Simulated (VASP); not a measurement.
Here is a VASP 6.6.1 calculation.

Contents of INCAR:

```
SYSTEM = HfB
PREC = Accurate
ENCUT = 520
EDIFF = 1E-6
ISMEAR = 0
SIGMA = 0.15
LREAL = .FALSE.
LASPH = .TRUE.
NELM = 100
ALGO = Normal
ISIF = 2
LWAVE = .FALSE.
LCHARG = .FALSE.
GGA = PS
NBANDS = 14
```

KPOINTS

```
Automatic mesh
0
G
  16 16 16
  0 0 0
```

The input POSCAR:

```
HfB
1.0
    0.0000000000      2.3936993068      2.3936993068
    2.3936993068      0.0000000000      2.3936993068
    2.3936993068      2.3936993068      0.0000000000
Hf B
1 1
Direct
    0.4985704626      0.5014295374      0.5014295374
    0.0236036330     -0.0236036330     -0.0236036330
```

Potentials or basis: VASP PAW PBE potentials, release 64 (Hf_pv, B).

Run with:

```sh
$ cat potpaw_PBE.64/Hf_pv/POTCAR potpaw_PBE.64/B/POTCAR > POTCAR
$ mpirun -np 1 vasp_std > vasp.out
```

**Question.** What does it give for the band gap on the k mesh?

**Answer.** Zero (an odd number of electrons rules out a gap without spin polarisation).

**Question.** What does it give for the largest force?

**Answer.** 1.079 eV/Å.

**Question.** Estimate the pressure.

**Answer.** 1.2 GPa.

Stress tensor (GPa, compression positive):
```
3.49 0.00 0.00
0.00 0.07 0.00
0.00 0.00 0.07
```

Caveat: the cell differs from its parent crystal (atoms displaced along a vibrational mode); the PAW data sets were made with another functional, which shifts forces and pressure a little; spin-orbit coupling is left out, which moves the levels of the heavy elements.
